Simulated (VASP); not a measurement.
# Sn (I4_1/amd) in VASP: a series of runs

The runs below take Sn through single point, with PBE.

Program: VASP 6.6.1. These are calculated values, not measurements. Logs are shortened: lines on timing, memory, paths and dates and some standing lists are left out, and cuts for length are marked.

**1. The cell of the first run**

The structure is tetragonal, space group I4_1/amd (No. 141). Conventional cell: a = 4.590 Å, b = 4.590 Å, c = 6.394 Å, α = 90.00°, β = 90.00°, γ = 90.00°. Within 3.7 Å of Sn (site symmetry -4m2) lie 4 Sn at 2.80 Å.

**2. Single point, PBE (strain -0.0150 x Voigt [0, 1, 0, 0, 0, 0])**

INCAR

```
PREC = Accurate
ENCUT = 520
EDIFF = 1E-6
ISMEAR = 0
SIGMA = 0.15
LREAL = False
LASPH = True
NELM = 80
ALGO = Fast
ISIF = 2
LWAVE = False
LCHARG = False
GGA = PE
NBANDS = 21
```

KPOINTS

```
Automatic mesh
0
Gamma
  12 12 12
```

POSCAR

```
Sn
1.0
    0.0000000000      3.1969160000      3.2456000000
    3.2456000000      0.0000000000      3.2456000000
    3.2456000000      3.1969160000      0.0000000000
Sn
2
Direct
    0.5000000000      0.5000000000      0.5000000000
    0.7500000000      0.7500000000      0.7500000000
```

Potentials or basis: VASP PAW PBE potentials, release 64 (Sn_d).

The run is started by

```
$ cat potpaw_PBE.64/Sn_d/POTCAR > POTCAR
$ mpirun -np 1 vasp_std > vasp.out
```

OUTCAR:

```text
PREC = Accurate
   ENCUT = 520
   EDIFF = 1E-6
   ISMEAR = 0
   LREAL = False
   LASPH = True
   NELM = 80
   ISIF = 2
   GGA = PE

 ion  position               nearest neighbor table
   1  0.500  0.500  0.500-   2 2.80   2 2.80   2 2.80   2 2.80
   2  0.750  0.750  0.750-   1 2.80   1 2.80   1 2.80   1 2.80

  LATTYP: Found a body centered tetragonal cell.
 ALAT       =     4.5899715380
 C/A-ratio  =     1.3930003589

  Lattice vectors:

 A1 = (   0.0000000000,  -3.1969160000,   3.2456000000)
 A2 = (   0.0000000000,  -3.1969160000,  -3.2456000000)
 A3 = (   3.2456000000,   3.1969160000,   0.0000000000)

Analysis of symmetry for initial positions (statically):
=====================================================================
 Subroutine PRICEL returns:
 Original cell was already a primitive cell.

 Routine SETGRP: Setting up the symmetry group for a
 body centered tetragonal supercell.

 Subroutine GETGRP returns: Found 16 space group operations
 (whereof  8 operations were pure point group operations)
 out of a pool of 16 trial point group operations.

The static configuration has the point symmetry D_2d.
 The point group associated with its full space group is D_4h.

Analysis of symmetry for dynamics (positions and initial velocities):
=====================================================================
 Subroutine PRICEL returns:
 Original cell was already a primitive cell.

 Routine SETGRP: Setting up the symmetry group for a
 body centered tetragonal supercell.

 Subroutine GETGRP returns: Found 16 space group operations
 (whereof  8 operations were pure point group operations)
 out of a pool of 16 trial point group operations.

The dynamic configuration has the point symmetry D_2d.
 The point group associated with its full space group is D_4h.

 Subroutine INISYM returns: Found 16 space group operations
 (whereof  8 operations are pure point group operations),
 and found     1 'primitive' translations

----------------------------------------------------------------------------------------

                                     Primitive cell

  volume of cell :      67.3521

  direct lattice vectors                    reciprocal lattice vectors
     0.000000000  3.196916000  3.245600000    -0.154054720  0.156400731  0.154054720
     3.245600000  0.000000000  3.245600000     0.154054720 -0.156400731  0.154054720
     3.245600000  3.196916000  0.000000000     0.154054720  0.156400731 -0.154054720

  length of vectors
     4.555676818  4.589971538  4.555676818     0.268191913  0.268191913  0.268191913

  position of ions in fractional coordinates (direct lattice)
     0.500000000  0.500000000  0.500000000
     0.750000000  0.750000000  0.750000000

  ion indices of the primitive-cell ions
   primitive index   ion index
                 1           1
                 2           2

----------------------------------------------------------------------------------------

 KPOINTS: Automatic mesh

Automatic generation of k-mesh.
 Grid dimensions read from file:
 generate k-points for:   12   12   12

 Generating k-lattice:

  Cartesian coordinates                     Fractional coordinates (reciprocal lattice)
    -0.012837893  0.013033394  0.012837893     0.083333333  0.000000000  0.000000000
     0.012837893 -0.013033394  0.012837893    -0.000000000  0.083333333 -0.000000000
     0.012837893  0.013033394 -0.012837893     0.000000000  0.000000000  0.083333333

  Length of vectors
     0.022349326  0.022349326  0.022349326

  Shift w.r.t. Gamma in fractional coordinates (k-lattice)
     0.000000000  0.000000000  0.000000000

 Subroutine IBZKPT returns following result:
 ===========================================

 Found    163 irreducible k-points:

 Following reciprocal coordinates:
            Coordinates               Weight
  0.000000  0.000000  0.000000      1.000000
  0.083333  0.000000  0.000000      8.000000
  0.166667  0.000000 -0.000000      8.000000
  0.250000  0.000000 -0.000000      8.000000
  0.333333  0.000000 -0.000000      8.000000
  0.416667  0.000000 -0.000000      8.000000
[... 16 lines left out ...]
  0.500000  0.166667 -0.000000     16.000000
 -0.416667  0.166667  0.000000     16.000000
 [... further k-points ...]
   k-points           NKPTS =    163   k-points in BZ     NKDIM =    163   number of bands    NBANDS=     21
   number of dos      NEDOS =    301   number of ions     NIONS =      2
   total plane-waves  NPLWV =  46656
   dimension x,y,z NGX =    36 NGY =   36 NGZ =   36
   dimension x,y,z NGXF=    72 NGYF=   72 NGZF=   72
   ions per type =               2
   NGX,Y,Z   is equivalent  to a cutoff of  13.14, 13.04, 13.14 a.u.
   NGXF,Y,Z  is equivalent  to a cutoff of  26.27, 26.08, 26.27 a.u.
 SYSTEM =  unknown system
   PREC   = accura    normal or accurate (medium, high low for compatibility)
   ISTART =      0    job   : 0-new  1-cont  2-samecut
   ICHARG =      2    charge: 1-file 2-atom 10-const
   ISPIN  =      1    spin polarized calculation?
   LNONCOLLINEAR =      F non collinear calculations
   LSORBIT =      F    spin-orbit coupling
   LASPH  =      T    aspherical Exc in radial PAW
   ENCUT  =  520.0 eV  38.22 Ry    6.18 a.u.   8.47  8.53  8.47*2*pi/ulx,y,z
   NELM   =     80;   NELMIN=  2; NELMDL= -5     # of ELM steps
   EDIFF  = 0.1E-05   stopping-criterion for ELM
   LREAL  =      F    real-space projection
   EDIFFG = 0.1E-04   stopping-criterion for IOM
   NSW    =      0    number of steps for IOM
   IBRION =     -1    ionic relax: 0-MD 1-quasi-New 2-CG
   NFREE  =      0    steps in history (QN), initial steepest desc. (CG)
   ISIF   =      2    stress and relaxation
   ISYM   =      2    0-nonsym 1-usesym 2-fastsym
   POTIM  = 0.5000    time-step for ionic-motion
   TEBEG  =    0.0;   TEEND  =   0.0 temperature during run
   PSTRESS=    0.0 pullay stress
   NELECT =      28.0000    total number of electrons
   NUPDOWN=      -1.0000    fix difference up-down
   EMIN   =  10.00;   EMAX   =-10.00  energy-range for DOS
   EFERMI =   0.00;   METHOD = LEGACY
   ISMEAR =     0;   SIGMA  =   0.15  broadening in eV -4-tet -1-fermi 0-gaus
   EFERMI_NEDOS =   21; number of points for ismear=-14 and -15
   IALGO  =     68    algorithm
   IMIX   =      4    mixing-type and parameters
     AMIX     =   0.40;   BMIX     =  1.00
     AMIX_MAG =   1.60;   BMIX_MAG =  1.00
  volume/ion in A,a.u.               =      33.68       227.26
  Fermi-wavevector in a.u.,A,eV,Ry     =   1.221829  2.308922 20.311677  1.492866
  Thomas-Fermi vector in A             =   2.356997
   LORBIT       =      0    0 simple, 1 ext, 2 COOP (PROOUT), +10 PAW based schemes
   GGA     = PE    functional components
   LHFCALC =     F    Hartree Fock is set to
   AEXX    =    0.0000 exact exchange contribution
   IVDW    =     0    specifies the selected vdW correction
   LEPSILON=     F    determine dielectric tensor
   LRPA    =     F    only Hartree local field effects (RPA)
 non-spin polarized calculation
 RMM-DIIS sequential band-by-band and
 Gauss-broadening in eV      SIGMA  =   0.15
  energy-cutoff  :      520.00
  volume of cell :       67.35
 maximum number of plane-waves:      1845
 NGX is ok and might be reduce to    36
   NGX = 17   NGY = 17   NGZ = 17

 number of electron      28.0000007 magnetization

 Free energy of the ion-electron system (eV)
  ---------------------------------------------------
  ext. energy  EPLUGINS =         0.00000000
  ---------------------------------------------------
  free energy    TOTEN  =        -7.62056777 eV

  energy without entropy =       -7.61884268  energy(sigma->0) =       -7.61970523

 E-fermi :   5.8330     XC(G=0):  -8.9394

 val. band max:        5.8138829476   @ k =   0.5000   0.0000  -0.0000
 cond. band min:       5.8475061423   @ k =   0.0000   0.0000   0.0000
 fundamental gap:      0.0336231946
 Fermi energy:         5.8330451107

 k-point     1 :       0.0000    0.0000    0.0000
  band No.  band energies     occupation
      1     -15.9231      2.00000
      2     -15.9168      2.00000
      3     -15.9168      2.00000
      4     -15.8584      2.00000
      5     -15.8560      2.00000
      6     -15.5397      2.00000
[... 13 lines left out ...]
     20      13.6696      0.00000
     21      13.9088      0.00000

 k-point     2 :       0.0833    0.0000    0.0000
  band No.  band energies     occupation
      1     -15.9274      2.00000
      2     -15.9227      2.00000
      3     -15.9166      2.00000
      4     -15.8503      2.00000
      5     -15.8482      2.00000
      6     -15.5512      2.00000
[... 13 lines left out ...]
     20      13.0815      0.00000
     21      13.2444      0.00000

 k-point     3 :       0.1667    0.0000   -0.0000
  band No.  band energies     occupation
      1     -15.9381      2.00000
      2     -15.9336      2.00000
      3     -15.9123      2.00000
      4     -15.8334      2.00000
      5     -15.8318      2.00000
      6     -15.5686      2.00000
[... 13 lines left out ...]
     20      12.6543      0.00000
     21      12.7762      0.00000

 k-point     4 :       0.2500    0.0000   -0.0000
  band No.  band energies     occupation
      1     -15.9480      2.00000
      2     -15.9430      2.00000
      3     -15.9057      2.00000
      4     -15.8164      2.00000
      5     -15.8153      2.00000
      6     -15.5833      2.00000
[... 13 lines left out ...]
     20      12.6618      0.00000
     21      12.7245      0.00000

 k-point     5 :       0.3333    0.0000   -0.0000
  band No.  band energies     occupation
      1     -15.9549      2.00000
      2     -15.9491      2.00000
      3     -15.8987      2.00000
      4     -15.8037      2.00000
      5     -15.8029      2.00000
      6     -15.5934      2.00000
[... 13 lines left out ...]
     20      13.1470      0.00000
     21      13.1596      0.00000
[... 382 lines left out ...]
     20      13.5148      0.00000
     21      14.1725      0.00000

 k-point    22 :       0.4167    0.1667   -0.0000
  band No.  band energies     occupation
      1     -15.9742      2.00000
      2     -15.9581      2.00000
      3     -15.8824      2.00000
      4     -15.7886      2.00000
      5     -15.7572      2.00000
      6     -15.6616      2.00000
[... 13 lines left out ...]
     20      14.1258      0.00000
     21      14.7310      0.00000

 k-point    23 :       0.5000    0.1667   -0.0000
  band No.  band energies     occupation
      1     -15.9799      2.00000
      2     -15.9633      2.00000
      3     -15.8662      2.00000
      4     -15.7755      2.00000
      5     -15.7616      2.00000
      6     -15.6525      2.00000
[... 13 lines left out ...]
     20      14.5133      0.00000
     21      14.7690      0.00000

 k-point    24 :      -0.4167    0.1667    0.0000
  band No.  band energies     occupation
      1     -15.9801      2.00000
      2     -15.9663      2.00000
      3     -15.8580      2.00000
      4     -15.7753      2.00000
      5     -15.7660      2.00000
      6     -15.6348      2.00000
[... 13 lines left out ...]
     20      13.6769      0.00000
     21      13.8638      0.00000

 [... further k-points ...]

------------------------ aborting loop because EDIFF is reached ----------------------------------------

  FORCE on cell =-STRESS in cart. coord.  units (eV):
  Direction    XX          YY          ZZ          XY          YZ          ZX
  --------------------------------------------------------------------------------------
  -------------------------------------------------------------------------------------
  Total        1.5908885      1.7696932      1.5908885      0.0000000      0.0000000      0.0000000
  in kB       37.8441805     42.0976019     37.8441805      0.0000000      0.0000000      0.0000000
  external PRESSURE =      39.2619876 kB  Pullay stress =       0.0000000 kB

 VOLUME and BASIS-vectors are now :
 -----------------------------------------------------------------------------
  energy-cutoff  :      520.00
  volume of cell :       67.35
      direct lattice vectors                 reciprocal lattice vectors
     0.000000000  3.196916000  3.245600000    -0.154054720  0.156400731  0.154054720
     3.245600000  0.000000000  3.245600000     0.154054720 -0.156400731  0.154054720
     3.245600000  3.196916000  0.000000000     0.154054720  0.156400731 -0.154054720

 POSITION                                       TOTAL-FORCE (eV/Angst)
 -----------------------------------------------------------------------------------
      3.24560      3.19692      3.24560        -0.000000     -0.000000     -0.000000
      4.86840      4.79537      4.86840         0.000000      0.000000      0.000000
 -----------------------------------------------------------------------------------
    total drift:                                0.000000      0.000000      0.000000

  FREE ENERGIE OF THE ION-ELECTRON SYSTEM (eV)
  ---------------------------------------------------
  free  energy   TOTEN  =        -7.6205677744 eV

  energy  without entropy=       -7.6188426809  energy(sigma->0) =       -7.61970523
```

Wall time 2.3 min (1 thread of AMD EPYC 9R45 (Zen 5), shared host); peak memory 0.3 GiB.

What came out:

| Item | Value |
| --- | --- |
| Free energy | -7.6206 eV |
| Pressure | 3.9 GPa |
| Band gap on the k mesh | zero (bands 14 and 15 overlap by 0.03 eV) |

Levels at points of the mesh, in eV from the Fermi level:
| k point | band 11 | band 12 | band 13 | band 14 | band 15 | band 16 | band 17 | band 18 |
| --- | --- | --- | --- | --- | --- | --- | --- | --- |
| (0.00, 0.00, 0.00) | -10.74 | -0.58 | 0.01 | 0.01 | 0.11 | 2.08 | 2.15 | 2.15 |
| (0.50, 0.00, 0.00) | -9.09 | -6.39 | -1.23 | -1.12 | -0.02 | 3.17 | 3.24 | 5.60 |
| (0.50, 0.50, 0.00) | -7.62 | -7.62 | -2.52 | -2.52 | 0.80 | 0.80 | 7.76 | 7.76 |
| (0.50, 0.00, 0.50) | -7.56 | -7.56 | -2.60 | -2.60 | 0.71 | 0.71 | 7.79 | 7.79 |

Caveat: the cell differs from its parent crystal (strain -0.0150 x Voigt [0, 1, 0, 0, 0, 0]); the cell stands under pressure; spin-orbit coupling is left out, which moves the levels of the heavy elements.

**3. Single point, PBE (strain -0.0100 x Voigt [0, 1, 0, 0, 0, 0])**

INCAR

```
SYSTEM = Sn
PREC     = Accurate       ! precision mode
ENCUT    = 520            ! plane-wave cutoff, eV
EDIFF    = 1E-6           ! SCF threshold, eV
ISMEAR   = 0              ! smearing method
SIGMA    = 0.15           ! smearing width, eV
LREAL    = .FALSE.        ! projectors in reciprocal space
LASPH    = .TRUE.         ! aspherical terms in the spheres
NELM     = 100            ! most SCF steps
ALGO     = Fast           ! electronic algorithm
ISIF     = 2              ! what is computed and relaxed
LWAVE    = .FALSE.        ! write WAVECAR
LCHARG   = .FALSE.        ! write CHGCAR
GGA      = PE             ! functional
NBANDS   = 21             ! bands
```

KPOINTS

```
Automatic mesh
0
G
  12 12 12
  0 0 0
```

POSCAR

```
Sn
1.0
    0.0000000000      3.2131440000      3.2456000000
    3.2456000000      0.0000000000      3.2456000000
    3.2456000000      3.2131440000      0.0000000000
Sn
2
Direct
    0.5000000000      0.5000000000      0.5000000000
    0.7500000000      0.7500000000      0.7500000000
```

Potentials or basis: VASP PAW PBE potentials, release 64 (Sn_d).

The run is started by

```
$ cat potpaw_PBE.64/Sn_d/POTCAR > POTCAR
$ mpirun -np 1 vasp_std > vasp.out
```

Run time: 2.3 min. Hardware: 1 thread of AMD EPYC 9R45 (Zen 5), shared host; peak memory 0.3 GiB.

Results (log left out):

```yaml
Free_energy: -7.6293 eV
Pressure: 3.7 GPa
Band_gap_on_the_k_mesh: zero (bands 14 and 15 overlap by 0.05 eV)
```

Stress tensor (GPa, compression positive):
```
3.57 0.00 0.00
0.00 3.86 0.00
0.00 0.00 3.57
```

Levels at points of the mesh, in eV from the Fermi level:
```tsv
k point	band 10	band 11	band 12	band 13	band 14	band 15	band 16	band 17	band 18	band 19
(0.00, 0.00, 0.00)	-21.35	-10.70	-0.61	0.03	0.03	0.10	2.10	2.14	2.14	4.99
(0.50, 0.00, 0.00)	-21.30	-9.06	-6.36	-1.20	-1.13	-0.02	3.18	3.23	5.61	8.52
(0.50, 0.50, 0.00)	-21.28	-7.59	-7.59	-2.51	-2.51	0.80	0.80	7.74	7.74	9.33
(0.50, 0.00, 0.50)	-21.28	-7.55	-7.55	-2.56	-2.56	0.74	0.74	7.76	7.76	9.37
```

Caveat: the cell differs from its parent crystal (strain -0.0100 x Voigt [0, 1, 0, 0, 0, 0]); the cell stands under pressure; spin-orbit coupling is left out, which moves the levels of the heavy elements.

**4. Single point, PBE (strain -0.0050 x Voigt [0, 1, 0, 0, 0, 0])**

INCAR

```
SYSTEM = Sn
PREC = Accurate
ENCUT = 520
EDIFF = 1E-6
ISMEAR = 0
SIGMA = 0.15
LREAL = .False.
LASPH = .True.
NELM = 100
ALGO = Fast
ISIF = 2
LWAVE = .False.
LCHARG = .False.
GGA = PE
NBANDS = 21
```

KPOINTS

```
regular mesh
0
Gamma
  12 12 12
  0 0 0
```

POSCAR

```
Sn
1.0
    0.0000000000      3.2293720000      3.2456000000
    3.2456000000      0.0000000000      3.2456000000
    3.2456000000      3.2293720000      0.0000000000
Sn
2
Direct
    0.5000000000      0.5000000000      0.5000000000
    0.7500000000      0.7500000000      0.7500000000
```

The run is started by

```
$ cat potpaw_PBE.64/Sn_d/POTCAR > POTCAR
$ mpirun -np 1 vasp_std > vasp.out
```

It took 2.2 min on 1 thread of AMD EPYC 9R45 (Zen 5), shared host; peak memory 0.3 GiB.

The run converged. Its results:

```
Free energy            : -7.6373 eV
Pressure               : 3.4 GPa
Band gap on the k mesh : zero (bands 14 and 15 overlap by 0.07 eV)
```

Stress tensor (GPa, compression positive):
```
3.34 0.00 0.00
0.00 3.48 0.00
0.00 0.00 3.34
```

Levels at points of the mesh, in eV from the Fermi level:
| k point | band 11 | band 12 | band 13 | band 14 | band 15 | band 16 | band 17 | band 18 |
| --- | --- | --- | --- | --- | --- | --- | --- | --- |
| (0.00, 0.00, 0.00) | -10.66 | -0.64 | 0.04 | 0.04 | 0.08 | 2.12 | 2.14 | 2.14 |
| (0.50, 0.00, 0.00) | -9.03 | -6.34 | -1.17 | -1.14 | -0.03 | 3.19 | 3.22 | 5.62 |
| (0.50, 0.50, 0.00) | -7.56 | -7.56 | -2.50 | -2.50 | 0.80 | 0.80 | 7.72 | 7.72 |
| (0.50, 0.00, 0.50) | -7.54 | -7.54 | -2.52 | -2.52 | 0.77 | 0.77 | 7.73 | 7.73 |

Caveat: the cell differs from its parent crystal (strain -0.0050 x Voigt [0, 1, 0, 0, 0, 0]); the cell stands under pressure; spin-orbit coupling is left out, which moves the levels of the heavy elements.

**5. Overview**

```tsv
cell	gap on the mesh (eV)	pressure (GPa)
a = 4.556, b = 4.590 Å, angles 59.8, 60.5, 59.8°, 2 atoms	none	3.9
a = 4.567, b = 4.590 Å, angles 59.8, 60.3, 59.8°, 2 atoms	none	3.7
a = 4.579, b = 4.590 Å, angles 59.9, 60.2, 59.9°, 2 atoms	none	3.4
```

Alike in all rows: task single point; level PBE; potentials or basis VASP PAW PBE potentials, release 64 (Sn_d); no spin polarisation; k mesh 12 × 12 × 12; cutoff (eV) 520; smearing gaussian 0.15 eV.

Caveats: the cell stands under pressure; spin-orbit coupling is left out, which moves the levels of the heavy elements.

Absolute energies hang on the potentials; compare differences alone.

The gap in the log of VASP goes by the Fermi energy; the results here count the filled bands.